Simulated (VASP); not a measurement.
**SrO: single point with PBE**

The system is SrO.

```
Sr O
1.0
     0.00000    2.69592    2.69592
     2.69592    0.00000    2.69592
     2.69592    2.69592    0.00000
Sr O
1 1
Direct
  0.00000 0.00000 0.00000
  0.25000 0.25000 0.25000
```

This cell differs from its parent crystal: volume changed by -10%.

```
Program                : VASP 6.6.1
Task                   : single point
Functional             : PBE
Potentials or basis    : VASP PAW PBE potentials, release 64 (Sr_sv, O)
Cutoff                 : 600 eV
k mesh                 : 4 × 4 × 4
Occupations            : gaussian, width 0.01 eV
Spin                   : no spin polarisation
Dipole correction      : no
Further INCAR settings : ALGO = Normal; EDIFF = 1e-06; NBANDS = 15
```

```json
{
 "Pressure": "10.0 GPa",
 "Band gap on the k mesh": "2.80 eV, indirect (least direct gap 3.90 eV)"
}
```

Levels at points of the mesh, in eV from the valence-band top:
| k point | band 4 | band 5 | band 6 | band 7 | band 8 | band 9 | band 10 | band 11 | band 12 | band 13 |
| --- | --- | --- | --- | --- | --- | --- | --- | --- | --- | --- |
| (0.00, 0.00, 0.00) | -13.72 | -13.72 | -1.09 | -1.09 | -1.09 | 2.80 | 8.44 | 8.44 | 9.99 | 9.99 |
| (0.50, 0.00, 0.00) | -13.85 | -12.69 | -0.72 | -0.70 | -0.70 | 5.56 | 7.65 | 8.01 | 8.01 | 10.55 |
| (0.50, 0.50, 0.00) | -14.05 | -12.28 | -1.68 | 0.00 | 0.00 | 4.78 | 5.97 | 10.26 | 10.61 | 10.61 |

Wall time 16 s on 1 thread of AMD EPYC 7R13 (shared host), peak memory 0.14 GiB.

Caveat: the k points lie up to 0.50 Å⁻¹ apart. A k mesh can miss the band edges.
